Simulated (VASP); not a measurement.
# CuSn7O15 (a cell with a defect) in VASP: a series of runs

Aim: see how the results for CuSn7O15 (a cell with a defect) move with the level of theory and the settings. Levels: PBE, r2SCAN. Tasks: single point.

Everything below comes from runs of VASP 6.6.1. Logs are shortened: lines on timing, memory, paths and dates and some standing lists are left out, and cuts for length are marked.

### Step 1. The cell of the first run

The cell holds a defect, 23 atoms: a = 6.827 Å, b = 6.827 Å, c = 6.476 Å, α = 90.00°, β = 90.00°, γ = 90.00°.

### Step 2. Single point, PBE

File INCAR:

```
PREC = Accurate ; ENCUT = 520
EDIFF = 1E-6 ; ISMEAR = -1
SIGMA = 0.01 ; LREAL = F
LASPH = T ; NELM = 120
ALGO = Normal ; ISIF = 2
LWAVE = F ; LCHARG = F
GGA = PE ; NBANDS = 116
NELECT = 200.0 ; GGA_COMPAT = F
```

File KPOINTS:

```
Automatic mesh
0
Gamma
  1 1 1
  0.25 0.25 0.25
```

File POSCAR:

```
CuSn7O15
1.0
    4.8274600320      4.8274600320      0.0000000000
   -4.8274600320      4.8274600320      0.0000000000
    0.0000000000      0.0000000000      6.4759066843
Sn O Cu
7 15 1
Direct
    0.0137398224      0.5007211257      0.2425590146
    0.5002437490      0.0016800937      0.2495051930
   -0.0036387871      0.0004143739     -0.0001976684
    0.5095138161      0.5004347928     -0.0013194304
    0.0113863191      0.5006395480      0.7570489077
    0.5004084000     -0.0024085689      0.7486102904
   -0.0004113622      0.0012600065      0.4997006284
   -0.0019307374      0.8052568768      0.2519673938
    0.5040751390      0.3098248800      0.2546967071
   -0.0108234792      0.1962553319      0.2516190500
    0.5051435046      0.6989780017      0.2412050557
    0.2988828288      0.0062443914     -0.0005454878
    0.8178566098      0.5066472803      0.0011450321
    0.2001540660      0.4967702768     -0.0011976336
    0.6963710742     -0.0067282576     -0.0014228259
   -0.0021297368      0.8054912409      0.7473875311
    0.5111877837      0.3008686599      0.7571922447
   -0.0093507327      0.1963978482      0.7481250456
    0.5078352434      0.6885817828      0.7408221555
    0.3022437660      0.0037075535      0.4992952837
    0.1756672462      0.4969189321      0.5004719154
    0.6964278926     -0.0029831287      0.4994787314
    0.4914316413      0.4975054266      0.4968785820
```

Potentials or basis: VASP PAW PBE potentials, release 64 (Sn_d, O, Cu).

The run is started by

```sh
cat potpaw_PBE.64/Sn_d/POTCAR potpaw_PBE.64/O/POTCAR potpaw_PBE.64/Cu/POTCAR > POTCAR
mpirun -np 1 vasp_std > vasp.out
```

OUTCAR:

```text
PREC = Accurate
   ENCUT = 520
   EDIFF = 1E-6
   ISMEAR = -1
   LREAL = F
   LASPH = T
   NELM = 120
   ISIF = 2
   GGA = PE
   NELECT = 200.0

 ion  position               nearest neighbor table
   1  0.014  0.501  0.243-  21 2.00  14 2.03  13 2.06   8 2.08  10 2.09   5 3.14   5 3.33   4 3.74
                             3 3.76
   2  0.500  0.002  0.250-  11 2.07  22 2.10   9 2.10  15 2.11  20 2.11  12 2.12   6 3.23   6 3.24
                             3 3.75
   3  0.996  0.000  1.000-  15 2.05  12 2.07   8 2.11  16 2.11  18 2.11  10 2.11   7 3.24   7 3.24
                             2 3.75   6 3.76   1 3.76   5 3.76
   4  0.510  0.500  0.999-  17 2.07  11 2.07  13 2.11  19 2.11   9 2.11  14 2.11  23 3.23  23 3.25
                             1 3.74   5 3.74
   5  0.011  0.501  0.757-  21 2.00  14 2.03  13 2.06  18 2.08  16 2.08   1 3.14   1 3.33   4 3.74
                             3 3.76
   6  0.500  0.998  0.749-  17 2.07  22 2.10  15 2.10  20 2.11  19 2.11  12 2.13   2 3.23   2 3.24
                             3 3.76
   7  1.000  0.001  0.500-  20 2.07  22 2.07  10 2.09  16 2.09   8 2.09  18 2.09   3 3.24   3 3.24

   8  0.998  0.805  0.252-   1 2.08   7 2.09   3 2.11
   9  0.504  0.310  0.255-  23 2.03   2 2.10   4 2.11
  10  0.989  0.196  0.252-   1 2.09   7 2.09   3 2.11
  11  0.505  0.699  0.241-   2 2.07   4 2.07  23 2.15
  12  0.299  0.006  0.999-   3 2.07   2 2.12   6 2.13
  13  0.818  0.507  0.001-   1 2.06   5 2.06   4 2.11
  14  0.200  0.497  0.999-   1 2.03   5 2.03   4 2.11
  15  0.696  0.993  0.999-   3 2.05   6 2.10   2 2.11
  16  0.998  0.805  0.747-   5 2.08   7 2.09   3 2.11
  17  0.511  0.301  0.757-   6 2.07   4 2.07  23 2.16
  18  0.991  0.196  0.748-   5 2.08   7 2.09   3 2.11
  19  0.508  0.689  0.741-  23 2.05   4 2.11   6 2.11
  20  0.302  0.004  0.499-   7 2.07   6 2.11   2 2.11
  21  0.176  0.497  0.500-   1 2.00   5 2.00  23 2.16
  22  0.696  0.997  0.499-   7 2.07   6 2.10   2 2.10
  23  0.491  0.498  0.497-   9 2.03  19 2.05  11 2.15  21 2.16  17 2.16   4 3.23   4 3.25

  LATTYP: Found a simple tetragonal cell.
 ALAT       =     6.8270594491
 C/A-ratio  =     0.9485645661

  Lattice vectors:

 A1 = (   4.8274600320,   4.8274600320,   0.0000000000)
 A2 = (  -4.8274600320,   4.8274600320,   0.0000000000)
 A3 = (   0.0000000000,   0.0000000000,   6.4759066843)

Analysis of symmetry for initial positions (statically):
=====================================================================
 Subroutine PRICEL returns:
 Original cell was already a primitive cell.

 Routine SETGRP: Setting up the symmetry group for a
 simple tetragonal supercell.

 Subroutine GETGRP returns: Found  1 space group operations
 (whereof  1 operations were pure point group operations)
 out of a pool of 16 trial point group operations.

The static configuration has the point symmetry C_1 .

Analysis of symmetry for dynamics (positions and initial velocities):
=====================================================================
 Subroutine PRICEL returns:
 Original cell was already a primitive cell.

 Routine SETGRP: Setting up the symmetry group for a
 simple tetragonal supercell.

 Subroutine GETGRP returns: Found  1 space group operations
 (whereof  1 operations were pure point group operations)
 out of a pool of 16 trial point group operations.

The dynamic configuration has the point symmetry C_1 .

 Subroutine INISYM returns: Found  1 space group operations
 (whereof  1 operations are pure point group operations),
 and found     1 'primitive' translations

----------------------------------------------------------------------------------------

                                     Primitive cell

  volume of cell :     301.8339

  direct lattice vectors                    reciprocal lattice vectors
     4.827460032  4.827460032  0.000000000     0.103574136  0.103574136  0.000000000
    -4.827460032  4.827460032  0.000000000    -0.103574136  0.103574136  0.000000000
     0.000000000  0.000000000  6.475906684     0.000000000  0.000000000  0.154418531

  length of vectors
     6.827059449  6.827059449  6.475906684     0.146475947  0.146475947  0.154418531

  position of ions in fractional coordinates (direct lattice)
     0.013739822  0.500721126  0.242559015
     0.500243749  0.001680094  0.249505193
     0.996361213  0.000414374  0.999802332
     0.509513816  0.500434793  0.998680570
     0.011386319  0.500639548  0.757048908
     0.500408400  0.997591431  0.748610290
[... 15 lines left out ...]
     0.696427893  0.997016871  0.499478731
     0.491431641  0.497505427  0.496878582

  ion indices of the primitive-cell ions
   primitive index   ion index
                 1           1
                 2           2
                 3           3
                 4           4
                 5           5
                 6           6
[... 15 lines left out ...]
                22          22
                23          23

----------------------------------------------------------------------------------------

 KPOINTS: Automatic mesh

Automatic generation of k-mesh.
 Grid dimensions read from file:
 generate k-points for:    1    1    1

 Generating k-lattice:

  Cartesian coordinates                     Fractional coordinates (reciprocal lattice)
     0.103574136  0.103574136  0.000000000     1.000000000  0.000000000  0.000000000
    -0.103574136  0.103574136  0.000000000     0.000000000  1.000000000  0.000000000
     0.000000000  0.000000000  0.154418531     0.000000000  0.000000000  1.000000000

  Length of vectors
     0.146475947  0.146475947  0.154418531

  Shift w.r.t. Gamma in fractional coordinates (k-lattice)
     0.250000000  0.250000000  0.250000000

 Subroutine IBZKPT returns following result:
 ===========================================

 Found      4 irreducible k-points:

 Following reciprocal coordinates:
            Coordinates               Weight
  0.250000  0.250000  0.250000      2.000000
 -0.250000  0.250000  0.250000      2.000000
 -0.250000 -0.250000  0.250000      2.000000
  0.250000 -0.250000  0.250000      2.000000
   k-points           NKPTS =      4   k-points in BZ     NKDIM =      4   number of bands    NBANDS=    116
   number of dos      NEDOS =    301   number of ions     NIONS =     23
   total plane-waves  NPLWV = 139968
   dimension x,y,z NGX =    54 NGY =   54 NGZ =   48
   dimension x,y,z NGXF=   108 NGYF=  108 NGZF=   96
   ions per type =               7  15   1
   NGX,Y,Z   is equivalent  to a cutoff of  13.15, 13.15, 12.32 a.u.
   NGXF,Y,Z  is equivalent  to a cutoff of  26.30, 26.30, 24.64 a.u.
 SYSTEM =  unknown system
   PREC   = accura    normal or accurate (medium, high low for compatibility)
   ISTART =      0    job   : 0-new  1-cont  2-samecut
   ICHARG =      2    charge: 1-file 2-atom 10-const
   ISPIN  =      1    spin polarized calculation?
   LNONCOLLINEAR =      F non collinear calculations
   LSORBIT =      F    spin-orbit coupling
   LASPH  =      T    aspherical Exc in radial PAW
   ENCUT  =  520.0 eV  38.22 Ry    6.18 a.u.  12.69 12.69 12.04*2*pi/ulx,y,z
   NELM   =    120;   NELMIN=  2; NELMDL= -5     # of ELM steps
   EDIFF  = 0.1E-05   stopping-criterion for ELM
   LREAL  =      F    real-space projection
   EDIFFG = 0.1E-04   stopping-criterion for IOM
   NSW    =      0    number of steps for IOM
   IBRION =     -1    ionic relax: 0-MD 1-quasi-New 2-CG
   NFREE  =      0    steps in history (QN), initial steepest desc. (CG)
   ISIF   =      2    stress and relaxation
   ISYM   =      2    0-nonsym 1-usesym 2-fastsym
   POTIM  = 0.5000    time-step for ionic-motion
   TEBEG  =    0.0;   TEEND  =   0.0 temperature during run
   PSTRESS=    0.0 pullay stress
   NELECT =     200.0000    total number of electrons
   NUPDOWN=      -1.0000    fix difference up-down
   EMIN   =  10.00;   EMAX   =-10.00  energy-range for DOS
   EFERMI =   0.00;   METHOD = LEGACY
   ISMEAR =    -1;   SIGMA  =   0.01  broadening in eV -4-tet -1-fermi 0-gaus
   EFERMI_NEDOS =   21; number of points for ismear=-14 and -15
   IALGO  =     38    algorithm
   IMIX   =      4    mixing-type and parameters
     AMIX     =   0.40;   BMIX     =  1.00
     AMIX_MAG =   1.60;   BMIX_MAG =  1.00
  volume/ion in A,a.u.               =      13.12        88.56
  Fermi-wavevector in a.u.,A,eV,Ry     =   1.427235  2.697083 27.715067  2.037000
  Thomas-Fermi vector in A             =   2.547426
   LORBIT       =      0    0 simple, 1 ext, 2 COOP (PROOUT), +10 PAW based schemes
   GGA     = PE    functional components
   LHFCALC =     F    Hartree Fock is set to
   AEXX    =    0.0000 exact exchange contribution
   IVDW    =     0    specifies the selected vdW correction
   LEPSILON=     F    determine dielectric tensor
   LRPA    =     F    only Hartree local field effects (RPA)
 non-spin polarized calculation
  energy-cutoff  :      520.00
  volume of cell :      301.83
 maximum number of plane-waves:      8114
 NGX is ok and might be reduce to    50
   NGX = 25   NGY = 25   NGZ = 25

 number of electron     200.0000017 magnetization

 Free energy of the ion-electron system (eV)
  ---------------------------------------------------
  ext. energy  EPLUGINS =         0.00000000
  ---------------------------------------------------
  free energy    TOTEN  =      -131.22917033 eV

  energy without entropy =     -131.22911807  energy(sigma->0) =     -131.22914420

 E-fermi :   6.6179     XC(G=0): -10.7499

 val. band max:        6.5396009416   @ k =   0.2500  -0.2500   0.2500
 cond. band min:       6.6949339990   @ k =   0.2500  -0.2500   0.2500
 fundamental gap:      0.1553330574
 Fermi energy:         6.6178528929

 k-point     1 :       0.2500    0.2500    0.2500
  band No.  band energies     occupation
      1     -16.5527      2.00000
      2     -16.4445      2.00000
      3     -16.3830      2.00000
      4     -16.1739      2.00000
      5     -16.0857      2.00000
      6     -15.9907      2.00000
[... 104 lines left out ...]
    111      12.2183      0.00000
    112      12.6774      0.00000

 k-point     2 :      -0.2500    0.2500    0.2500
  band No.  band energies     occupation
      1     -16.5520      2.00000
      2     -16.4457      2.00000
      3     -16.3826      2.00000
      4     -16.1743      2.00000
      5     -16.0852      2.00000
      6     -15.9910      2.00000
[... 104 lines left out ...]
    111      12.2333      0.00000
    112      12.6587      0.00000

 k-point     3 :      -0.2500   -0.2500    0.2500
  band No.  band energies     occupation
      1     -16.5520      2.00000
      2     -16.4449      2.00000
      3     -16.3840      2.00000
      4     -16.1737      2.00000
      5     -16.0848      2.00000
      6     -15.9909      2.00000
[... 104 lines left out ...]
    111      12.1674      0.00000
    112      12.6935      0.00000

 k-point     4 :       0.2500   -0.2500    0.2500
  band No.  band energies     occupation
      1     -16.5527      2.00000
      2     -16.4437      2.00000
      3     -16.3844      2.00000
      4     -16.1734      2.00000
      5     -16.0854      2.00000
      6     -15.9906      2.00000
[... 104 lines left out ...]
    111      12.1996      0.00000
    112      12.6727      0.00000
 [bands above 112 left out]

------------------------ aborting loop because EDIFF is reached ----------------------------------------

  FORCE on cell =-STRESS in cart. coord.  units (eV):
  Direction    XX          YY          ZZ          XY          YZ          ZX
  --------------------------------------------------------------------------------------
  -------------------------------------------------------------------------------------
  Total       11.5888952     12.3819469     16.6332243      4.4255568     -0.4313581      0.5527905
  in kB       61.5155153     65.7251473     88.2915364     23.4914895     -2.2897104      2.9342909
  external PRESSURE =      71.8440663 kB  Pullay stress =       0.0000000 kB

 VOLUME and BASIS-vectors are now :
 -----------------------------------------------------------------------------
  energy-cutoff  :      520.00
  volume of cell :      301.83
      direct lattice vectors                 reciprocal lattice vectors
     4.827460032  4.827460032  0.000000000     0.103574136  0.103574136  0.000000000
    -4.827460032  4.827460032  0.000000000    -0.103574136  0.103574136  0.000000000
     0.000000000  0.000000000  6.475906684     0.000000000  0.000000000  0.154418531

 POSITION                                       TOTAL-FORCE (eV/Angst)
 -----------------------------------------------------------------------------------
     -2.35088      2.48354      1.57079        -0.024028     -0.024000      0.039099
      2.40680      2.42302      1.61577        -0.088526      0.110153      0.018407
      4.80789      4.81189      6.47463        -0.004021      0.002744     -0.022386
      0.04383      4.87549      6.46736         0.005847     -0.012875     -0.050725
     -2.36185      2.47178      4.90258        -0.046979     -0.056767     -0.044248
     -2.40013      7.23153      4.84793         0.084395     -0.095875     -0.008588
[... 15 lines left out ...]
     -1.45108      8.17504      3.23458        -0.010416      0.034664     -0.062689
     -0.02932      4.77405      3.21774        -0.068787      0.027701      0.128540
 -----------------------------------------------------------------------------------
    total drift:                                0.001728     -0.000997     -0.000040

  FREE ENERGIE OF THE ION-ELECTRON SYSTEM (eV)
  ---------------------------------------------------
  free  energy   TOTEN  =      -131.2291703254 eV

  energy  without entropy=     -131.2291180723  energy(sigma->0) =     -131.22914420
```

Wall time 9.3 min (1 thread of Intel Xeon 8259CL, shared host); peak memory 0.41 GiB.

What came out:

```
Free energy   : -131.2292 eV
Largest force : 0.322 eV/Å
```

Forces on the atoms (eV/Å):
```
Sn  -0.024 -0.024  0.039
Sn  -0.089  0.110  0.018
Sn  -0.004  0.003 -0.022
Sn   0.006 -0.013 -0.051
Sn  -0.047 -0.057 -0.044
Sn   0.084 -0.096 -0.009
Sn  -0.010 -0.006  0.017
O   -0.013  0.007  0.010
O    0.218 -0.022 -0.233
O    0.008  0.018 -0.032
O    0.078 -0.163  0.193
O    0.092 -0.070 -0.040
O    0.030 -0.085 -0.025
O   -0.004  0.062  0.005
O   -0.089  0.050  0.072
O    0.000 -0.002  0.004
O   -0.072  0.067 -0.211
O    0.022 -0.019  0.011
O   -0.177  0.117  0.243
O    0.013 -0.033  0.015
O    0.056  0.096 -0.027
O   -0.010  0.035 -0.063
Cu  -0.069  0.028  0.129
```

Levels at points of the mesh, in eV from the Fermi level:
```
           k point  band 97  band 98  band 99  band 100  band 101  band 102  band 103  band 104
(0.25, 0.25, 0.25)    -1.31    -1.23    -1.18     -0.15      0.16      1.52      1.85      2.68
```

Caveat: the cell carries a net charge on a neutralising background, which shifts energy and pressure; the cell is charged against a uniform background, so pressure and absolute levels hang on convention; spin-orbit coupling is left out, which moves the levels of the heavy elements.

### Step 3. Single point, PBE

File INCAR:

```
SYSTEM = CuSn7O15
ALGO = Normal
EDIFF = 1E-6
ENCUT = 520
GGA = PE
GGA_COMPAT = .False.
ISIF = 2
ISMEAR = -1
LASPH = .True.
LCHARG = .False.
LREAL = .False.
LWAVE = .False.
NBANDS = 116
NELECT = 198.0
NELM = 120
PREC = Accurate
SIGMA = 0.01
```

KPOINTS is that of step 2.

File POSCAR:

```
CuSn7O15
1.0
    4.8274600320      4.8274600320      0.0000000000
   -4.8274600320      4.8274600320      0.0000000000
    0.0000000000      0.0000000000      6.4759066843
Sn O Cu
7 15 1
Direct
    0.0172410229      0.4983258279      0.2362319997
    0.4955716105     -0.0023438994      0.2543138273
   -0.0078947677     -0.0013850800     -0.0003063187
    0.5131633201      0.4987955407     -0.0007650378
    0.0163612083      0.4986321777      0.7641346055
    0.4962821278     -0.0005038570      0.7440561319
   -0.0045862175     -0.0011105291      0.4995159515
   -0.0074133732      0.8023759151      0.2493843403
    0.5123196800      0.3142446888      0.2658428033
   -0.0119017650      0.1944032631      0.2494089986
    0.5051116090      0.6798972089      0.2661704252
    0.3023664017      0.0009492753     -0.0011636376
    0.8172566633      0.5012610360      0.0003894971
    0.2088416088      0.4946680886     -0.0002430387
    0.6840606850     -0.0041628048     -0.0005861611
   -0.0076697751      0.8025884112      0.7498304651
    0.5152520390      0.3179288457      0.7311596450
   -0.0133642510      0.1948224999      0.7498632157
    0.5074033575      0.6823699532      0.7320204482
    0.2993211392      0.0023212281      0.4997802112
    0.1548861146      0.4966910744      0.5005241305
    0.6916091854     -0.0055271431      0.4989095517
    0.4955913593      0.4984198835      0.4986101238
```

Potentials or basis: VASP PAW PBE potentials, release 64 (Sn_d, O, Cu).

The run is started by

```sh
cat potpaw_PBE.64/Sn_d/POTCAR potpaw_PBE.64/O/POTCAR potpaw_PBE.64/Cu/POTCAR > POTCAR
mpirun -np 1 vasp_std > vasp.out
```

Wall time 10 min (1 thread of Intel Xeon 8259CL, shared host); peak memory 0.41 GiB.

The run converged. Its results:

* Free energy: -143.2668 eV
* Largest force: 0.161 eV/Å

Forces on the atoms (eV/Å):
```
Sn   0.013 -0.001  0.000
Sn  -0.014 -0.002  0.007
Sn   0.004  0.002 -0.036
Sn  -0.008 -0.016 -0.030
Sn  -0.004 -0.020 -0.016
Sn  -0.002  0.003 -0.007
Sn   0.005 -0.009  0.033
O   -0.010 -0.014  0.017
O   -0.052  0.067 -0.002
O   -0.022  0.023 -0.005
O   -0.047  0.100 -0.022
O   -0.005 -0.018  0.014
O   -0.021 -0.029  0.016
O    0.020  0.036 -0.018
O    0.001  0.020  0.002
O   -0.015 -0.018 -0.006
O    0.098 -0.125  0.029
O    0.019  0.008  0.005
O    0.037 -0.021  0.034
O   -0.004 -0.035 -0.019
O    0.030  0.028 -0.039
O   -0.002  0.037  0.001
Cu  -0.023 -0.016  0.044
```

Levels at points of the mesh, in eV from the Fermi level:
| k point | band 95 | band 96 | band 97 | band 98 | band 99 | band 100 | band 101 | band 102 | band 103 | band 104 |
| --- | --- | --- | --- | --- | --- | --- | --- | --- | --- | --- |
| (0.25, 0.25, 0.25) | -0.77 | -0.73 | -0.68 | -0.51 | -0.31 | 0.37 | 1.94 | 3.33 | 3.75 | 4.08 |

Caveat: the cell carries a net charge on a neutralising background, which shifts energy and pressure; the cell is charged against a uniform background, so pressure and absolute levels hang on convention; spin-orbit coupling is left out, which moves the levels of the heavy elements.

[end of part 1 of 2]
